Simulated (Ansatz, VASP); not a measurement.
One calculation of SiC, two programs

```xyz
2
Lattice="0.0000 2.1452 2.1452 2.1452 0.0000 2.1452 2.1452 2.1452 0.0000" Properties=species:S:1:pos:R:3 pbc="T T T"
Si    0.0000    0.0000    0.0000
C     1.0726    1.0726    1.0726
```

Alike in both runs: task single point; functional PBE; k mesh 8 × 8 × 8; no spin polarisation.

|  | VASP | Ansatz |
| --- | --- | --- |
| version | VASP 6.6.1 | Ansatz 0.2.0 |
| potentials or method | VASP PAW PBE potentials, release 64 (Si, C) | plane waves, PAW |
| plane-wave cutoff (eV) | 600 | 420 |
| occupations | gaussian, width 0.01 eV | fixed |
| valence electrons in the cell | 8 | 8 |

Ansatz gave:

- gap on the k mesh at the Fermi level (eV): 1.31
- pressure (GPa): 14.9

Which values does VASP return?

gap on the k mesh at the Fermi level (eV): 1.31; pressure (GPa): 14.6.
